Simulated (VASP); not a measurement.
# Sn (R-3m) in VASP: single point with HSE06

Aim: the single point of Sn with HSE06.

Everything below comes from runs of VASP 6.6.1. Logs are shortened: lines on timing, memory, paths and dates and some standing lists are left out, and cuts for length are marked.

**1. The cell of the first run**

Symmetry: R-3m, No. 166, trigonal system. Conventional cell: a = 4.645 Å, b = 4.645 Å, c = 10.809 Å, α = 90.00°, β = 90.00°, γ = 120.00°. Within 3.7 Å of Sn (site symmetry 3m) lie 4 Sn at 2.77 to 2.81 Å.

**2. Single point, HSE06 (strain along [111] -5.0%)**

File POSCAR:

```
Sn
1.0
   -0.1094819927      3.1749777876      3.1749777876
    3.1749777876     -0.1094819927      3.1749777876
    3.1749777876      3.1749777876     -0.1094819927
Sn
2
Direct
   -0.0032388387     -0.0032388387     -0.0032388387
    0.2532388387      0.2532388387      0.2532388387
```

File INCAR.step1:

```
PREC     = Accurate       # precision mode
ENCUT    = 520            # plane-wave cutoff, eV
EDIFF    = 1E-5           # SCF threshold, eV
ISMEAR   = -1             # smearing method
SIGMA    = 0.02           # smearing width, eV
LREAL    = False          # projectors in reciprocal space
LASPH    = True           # aspherical terms in the spheres
NELM     = 100            # most SCF steps
ALGO     = Normal         # electronic algorithm
ISIF     = 2              # what is computed and relaxed
LWAVE    = True           # write WAVECAR
NBANDS   = 21             # bands
GGA      = PE             # functional
```

File INCAR.step2:

```
PREC     = Accurate       # precision mode
ENCUT    = 520            # plane-wave cutoff, eV
EDIFF    = 1E-6           # SCF threshold, eV
ISMEAR   = -1             # smearing method
SIGMA    = 0.02           # smearing width, eV
LREAL    = False          # projectors in reciprocal space
LASPH    = True           # aspherical terms in the spheres
NELM     = 100            # most SCF steps
ALGO     = Normal         # electronic algorithm
ISIF     = 2              # what is computed and relaxed
LWAVE    = False          # write WAVECAR
LCHARG   = True           # write CHGCAR
GGA      = PE             # functional
LHFCALC  = True           # exact exchange
HFSCREEN = 0.2079         # screening, 1/A
PRECFOCK = Normal       
LELF     = True           # ELF
LVHAR    = True         
NBANDS   = 21             # bands
ISTART   = 1
```

File KPOINTS:

```
regular mesh
0
Gamma
  4 4 4
```

Potentials or basis: VASP PAW PBE potentials, release 64 (Sn_d).

Started as:

```
$ cat potpaw_PBE.64/Sn_d/POTCAR > POTCAR
$ cp INCAR.step1 INCAR
$ mpirun -np 1 vasp_std > vasp.out
$ cp INCAR.step2 INCAR
$ mpirun -np 1 vasp_std > vasp.out
```

OUTCAR:

```text
PREC = Accurate
   ENCUT = 520
   EDIFF = 1E-6
   ISMEAR = -1
   LREAL = False
   LASPH = True
   NELM = 100
   ISIF = 2
   GGA = PE
   LHFCALC = True
   HFSCREEN = 0.2079
   PRECFOCK = Normal
   ISTART = 1

 ion  position               nearest neighbor table
   1  0.997  0.997  0.997-   2 2.77   2 2.81   2 2.81   2 2.81
   2  0.253  0.253  0.253-   1 2.77   1 2.81   1 2.81   1 2.81

  LATTYP: Found a trigonal (rhomboedric) cell.
 ALAT       =     4.4914311984
 COS(alpha) =     0.4652406417

  Lattice vectors:

 A1 = (  -0.1094819927,   3.1749777876,   3.1749777876)
 A2 = (   3.1749777876,  -0.1094819927,   3.1749777876)
 A3 = (   3.1749777876,   3.1749777876,  -0.1094819927)

Analysis of symmetry for initial positions (statically):
=====================================================================
 Subroutine PRICEL returns:
 Original cell was already a primitive cell.

 Routine SETGRP: Setting up the symmetry group for a
 trigonal (rhombohedral) supercell.

 Subroutine GETGRP returns: Found 12 space group operations
 (whereof  6 operations were pure point group operations)
 out of a pool of 12 trial point group operations.

The static configuration has the point symmetry C_3v.
 The point group associated with its full space group is D_3d.

Analysis of symmetry for dynamics (positions and initial velocities):
=====================================================================
 Subroutine PRICEL returns:
 Original cell was already a primitive cell.

 Routine SETGRP: Setting up the symmetry group for a
 trigonal (rhombohedral) supercell.

 Subroutine GETGRP returns: Found 12 space group operations
 (whereof  6 operations were pure point group operations)
 out of a pool of 12 trial point group operations.

The dynamic configuration has the point symmetry C_3v.
 The point group associated with its full space group is D_3d.

 Subroutine INISYM returns: Found 12 space group operations
 (whereof  6 operations are pure point group operations),
 and found     1 'primitive' translations

----------------------------------------------------------------------------------------

                                     Primitive cell

  volume of cell :      67.3202

  direct lattice vectors                    reciprocal lattice vectors
    -0.109481993  3.174977788  3.174977788    -0.149561299  0.154902774  0.154902774
     3.174977788 -0.109481993  3.174977788     0.154902774 -0.149561299  0.154902774
     3.174977788  3.174977788 -0.109481993     0.154902774  0.154902774 -0.149561299

  length of vectors
     4.491431198  4.491431198  4.491431198     0.265251429  0.265251429  0.265251429

  position of ions in fractional coordinates (direct lattice)
     0.996761161  0.996761161  0.996761161
     0.253238839  0.253238839  0.253238839

  ion indices of the primitive-cell ions
   primitive index   ion index
                 1           1
                 2           2

----------------------------------------------------------------------------------------

 KPOINTS: regular mesh

Automatic generation of k-mesh.
 Grid dimensions read from file:
 generate k-points for:    4    4    4

 Generating k-lattice:

  Cartesian coordinates                     Fractional coordinates (reciprocal lattice)
    -0.037390325  0.038725693  0.038725693     0.250000000  0.000000000  0.000000000
     0.038725693 -0.037390325  0.038725693     0.000000000  0.250000000  0.000000000
     0.038725693  0.038725693 -0.037390325     0.000000000  0.000000000  0.250000000

  Length of vectors
     0.066312857  0.066312857  0.066312857

  Shift w.r.t. Gamma in fractional coordinates (k-lattice)
     0.000000000  0.000000000  0.000000000

 Subroutine IBZKPT returns following result:
 ===========================================

 Found     13 irreducible k-points:

 Following reciprocal coordinates:
            Coordinates               Weight
  0.000000  0.000000  0.000000      1.000000
  0.250000  0.000000  0.000000      6.000000
  0.500000  0.000000  0.000000      3.000000
  0.250000  0.250000  0.000000      6.000000
  0.500000  0.250000  0.000000     12.000000
 -0.250000  0.250000  0.000000      6.000000
  0.500000  0.500000  0.000000      3.000000
  0.250000  0.250000  0.250000      2.000000
  0.500000  0.250000  0.250000      6.000000
 -0.250000  0.250000  0.250000      6.000000
  0.500000  0.500000  0.250000      6.000000
 -0.250000  0.500000  0.250000      6.000000
  0.500000  0.500000  0.500000      1.000000
   k-points           NKPTS =     13   k-points in BZ     NKDIM =     64   number of bands    NBANDS=     21
   number of dos      NEDOS =    301   number of ions     NIONS =      2
   total plane-waves  NPLWV =  46656
   dimension x,y,z NGX =    36 NGY =   36 NGZ =   36
   dimension x,y,z NGXF=    72 NGYF=   72 NGZF=   72
   ions per type =               2
   NGX,Y,Z   is equivalent  to a cutoff of  13.33, 13.33, 13.33 a.u.
   NGXF,Y,Z  is equivalent  to a cutoff of  26.65, 26.65, 26.65 a.u.
 SYSTEM =  unknown system
   PREC   = accura    normal or accurate (medium, high low for compatibility)
   ISTART =      1    job   : 0-new  1-cont  2-samecut
   ICHARG =      0    charge: 1-file 2-atom 10-const
   ISPIN  =      1    spin polarized calculation?
   LNONCOLLINEAR =      F non collinear calculations
   LSORBIT =      F    spin-orbit coupling
   LASPH  =      T    aspherical Exc in radial PAW
   ENCUT  =  520.0 eV  38.22 Ry    6.18 a.u.   8.35  8.35  8.35*2*pi/ulx,y,z
   NELM   =    100;   NELMIN=  2; NELMDL=  0     # of ELM steps
   EDIFF  = 0.1E-05   stopping-criterion for ELM
   LREAL  =      F    real-space projection
   EDIFFG = 0.1E-04   stopping-criterion for IOM
   NSW    =      0    number of steps for IOM
   IBRION =     -1    ionic relax: 0-MD 1-quasi-New 2-CG
   NFREE  =      0    steps in history (QN), initial steepest desc. (CG)
   ISIF   =      2    stress and relaxation
   ISYM   =      3    0-nonsym 1-usesym 2-fastsym
   POTIM  = 0.5000    time-step for ionic-motion
   TEBEG  =    0.0;   TEEND  =   0.0 temperature during run
   PSTRESS=    0.0 pullay stress
   NELECT =      28.0000    total number of electrons
   NUPDOWN=      -1.0000    fix difference up-down
   EMIN   =  10.00;   EMAX   =-10.00  energy-range for DOS
   EFERMI =   0.00;   METHOD = LEGACY
   ISMEAR =    -1;   SIGMA  =   0.02  broadening in eV -4-tet -1-fermi 0-gaus
   EFERMI_NEDOS =   21; number of points for ismear=-14 and -15
   IALGO  =     38    algorithm
   IMIX   =      1    mixing-type and parameters
     AMIX     =   0.40;   BMIX     =  1.00
     AMIX_MAG =   1.60;   BMIX_MAG =  1.00
  volume/ion in A,a.u.               =      33.66       227.15
  Fermi-wavevector in a.u.,A,eV,Ry     =   1.222022  2.309287 20.318094  1.493338
  Thomas-Fermi vector in A             =   2.357184
   LORBIT       =      0    0 simple, 1 ext, 2 COOP (PROOUT), +10 PAW based schemes
   GGA     = PE    functional components
   LHFCALC =     T    Hartree Fock is set to
   PRECFOCK=normal    Normal, Fast or Accurate (Low or Medium for compatibility)
   ENCUT4O =  -1.0   cutoff for four orbital integrals eV
   NKREDX  =     1    reduce k-point grid by
   NKREDY  =     1    reduce k-point grid by
   NKREDZ  =     1    reduce k-point grid by
   AEXX    =    0.2500 exact exchange contribution
   HFSCREEN=    0.2079 screening length (either q_TF or 0.3 A-1)
   HFSCREENC=   0.2079 screening length for correlation (either q_TF or 0.3 A-1)
   ENCUTFOCK=  -1.0 apply spherical cutoff to Coloumb kernel
   IVDW    =     0    specifies the selected vdW correction
   LEPSILON=     F    determine dielectric tensor
   LRPA    =     F    only Hartree local field effects (RPA)
 non-spin polarized calculation
  energy-cutoff  :      520.00
  volume of cell :       67.32
 maximum number of plane-waves:      1838
 NGX is ok and might be reduce to    36
  NGX = 28; NGY = 28; NGZ = 28

 number of electron      27.9999996 magnetization

 Free energy of the ion-electron system (eV)
  ---------------------------------------------------
  ext. energy  EPLUGINS =         0.00000000
  ---------------------------------------------------
  free energy    TOTEN  =        -8.82381892 eV

  energy without entropy =       -8.82289009  energy(sigma->0) =       -8.82335450

 E-fermi :   5.5595     XC(G=0):  -7.4544

 val. band max:        5.5552130057   @ k =   0.5000   0.5000   0.5000
 cond. band min:       5.5622168874   @ k =   0.0000   0.0000   0.0000
 fundamental gap:      0.0070038817
 Fermi energy:         5.5594848009

 k-point     1 :       0.0000    0.0000    0.0000
  band No.  band energies     occupation
      1     -18.2993      2.00000
      2     -18.2392      2.00000
      3     -18.2392      2.00000
      4     -18.1984      2.00000
      5     -18.1984      2.00000
      6     -17.8862      2.00000
[... 13 lines left out ...]
     20      14.2788      0.00000
     21      14.2788      0.00000

 k-point     2 :       0.2500    0.0000    0.0000
  band No.  band energies     occupation
      1     -18.3144      2.00000
      2     -18.2769      2.00000
      3     -18.2380      2.00000
      4     -18.1607      2.00000
      5     -18.1544      2.00000
      6     -17.9084      2.00000
[... 13 lines left out ...]
     20      12.9016      0.00000
     21      13.4912      0.00000

 k-point     3 :       0.5000    0.0000    0.0000
  band No.  band energies     occupation
      1     -18.3206      2.00000
      2     -18.2930      2.00000
      3     -18.2343      2.00000
      4     -18.1507      2.00000
      5     -18.1223      2.00000
      6     -17.9336      2.00000
[... 13 lines left out ...]
     20      14.7461      0.00000
     21      15.3252      0.00000

 k-point     4 :       0.2500    0.2500    0.0000
  band No.  band energies     occupation
      1     -18.3097      2.00000
      2     -18.2735      2.00000
      3     -18.2613      2.00000
      4     -18.1463      2.00000
      5     -18.0948      2.00000
      6     -18.0031      2.00000
[... 13 lines left out ...]
     20      14.4498      0.00000
     21      15.0151      0.00000

 k-point     5 :       0.5000    0.2500    0.0000
  band No.  band energies     occupation
      1     -18.3282      2.00000
      2     -18.3199      2.00000
      3     -18.1996      2.00000
      4     -18.0936      2.00000
      5     -18.0723      2.00000
      6     -18.0227      2.00000
[... 13 lines left out ...]
     20      15.3897      0.00000
     21      15.9710      0.00000
[... 118 lines left out ...]
     20      15.0533      0.00000
     21      15.8413      0.00000

 k-point    11 :       0.5000    0.5000    0.2500
  band No.  band energies     occupation
      1     -18.3268      2.00000
      2     -18.2903      2.00000
      3     -18.1899      2.00000
      4     -18.0818      2.00000
      5     -18.0590      2.00000
      6     -18.0356      2.00000
[... 13 lines left out ...]
     20      15.7758      0.00000
     21      15.8415      0.00000

 k-point    12 :      -0.2500    0.5000    0.2500
  band No.  band energies     occupation
      1     -18.3411      2.00000
      2     -18.3270      2.00000
      3     -18.1158      2.00000
      4     -18.1048      2.00000
      5     -18.0507      2.00000
      6     -18.0167      2.00000
[... 13 lines left out ...]
     20      15.6161      0.00000
     21      16.8582      0.00000

 k-point    13 :       0.5000    0.5000    0.5000
  band No.  band energies     occupation
      1     -18.2740      2.00000
      2     -18.2740      2.00000
      3     -18.2257      2.00000
      4     -18.1200      2.00000
      5     -18.1200      2.00000
      6     -17.9394      2.00000
[... 13 lines left out ...]
     20      15.4957      0.00000
     21      15.4957      0.00000

------------------------ aborting loop because EDIFF is reached ----------------------------------------

  FORCE on cell =-STRESS in cart. coord.  units (eV):
  Direction    XX          YY          ZZ          XY          YZ          ZX
  --------------------------------------------------------------------------------------
  -------------------------------------------------------------------------------------
  Total        1.0143762      1.0143762      1.0143762      0.3890850      0.3890850      0.3890850
  in kB       24.1414956     24.1414956     24.1414956      9.2599707      9.2599707      9.2599707
  external PRESSURE =      24.1414956 kB  Pullay stress =       0.0000000 kB

 VOLUME and BASIS-vectors are now :
 -----------------------------------------------------------------------------
  energy-cutoff  :      520.00
  volume of cell :       67.32
      direct lattice vectors                 reciprocal lattice vectors
    -0.109481993  3.174977788  3.174977788    -0.149561299  0.154902774  0.154902774
     3.174977788 -0.109481993  3.174977788     0.154902774 -0.149561299  0.154902774
     3.174977788  3.174977788 -0.109481993     0.154902774  0.154902774 -0.149561299

 POSITION                                       TOTAL-FORCE (eV/Angst)
 -----------------------------------------------------------------------------------
      6.22026      6.22026      6.22026        -0.050664     -0.050664     -0.050664
      1.58033      1.58033      1.58033         0.050664      0.050664      0.050664
 -----------------------------------------------------------------------------------
    total drift:                                0.000002      0.000001     -0.000000

  FREE ENERGIE OF THE ION-ELECTRON SYSTEM (eV)
  ---------------------------------------------------
  free  energy   TOTEN  =        -8.8238189186 eV

  energy  without entropy=       -8.8228900866  energy(sigma->0) =       -8.82335450
```

Run time: 51 min. Hardware: 1 thread of Intel Xeon 8259CL, shared host; peak memory 0.33 GiB.

What came out:

| Quantity | Value |
| --- | --- |
| Free energy | -8.8238 eV |
| Pressure | 2.4 GPa |
| Largest force | 0.088 eV/Å |
| Band gap on the k mesh | zero (bands 14 and 15 overlap by 0.01 eV) |

Forces on the atoms (eV/Å):
```
Sn  -0.051 -0.051 -0.051
Sn   0.051  0.051  0.051
```

Levels at points of the mesh, in eV from the Fermi level:
| k point | band 10 | band 11 | band 12 | band 13 | band 14 | band 15 | band 16 | band 17 | band 18 | band 19 |
| --- | --- | --- | --- | --- | --- | --- | --- | --- | --- | --- |
| (0.00, 0.00, 0.00) | -23.39 | -11.81 | -0.09 | -0.09 | 0.00 | 0.39 | 2.59 | 2.59 | 3.01 | 5.74 |
| (0.50, 0.00, 0.00) | -23.35 | -10.01 | -6.97 | -1.30 | -1.06 | 0.68 | 3.85 | 3.92 | 6.38 | 9.05 |
| (0.50, 0.50, 0.00) | -23.33 | -8.33 | -8.21 | -2.94 | -2.57 | 0.98 | 1.48 | 8.56 | 8.87 | 10.24 |
| (0.50, 0.50, 0.50) | -23.39 | -9.74 | -6.84 | -1.50 | -1.50 | 0.00 | 3.60 | 3.60 | 6.04 | 9.72 |

Caveat: the k points lie up to 0.42 Å⁻¹ apart; the cell differs from its parent crystal (strain along [111] -5.0%); the PAW data sets were made with another functional, which shifts forces and pressure a little; spin-orbit coupling is left out, which moves the levels of the heavy elements.
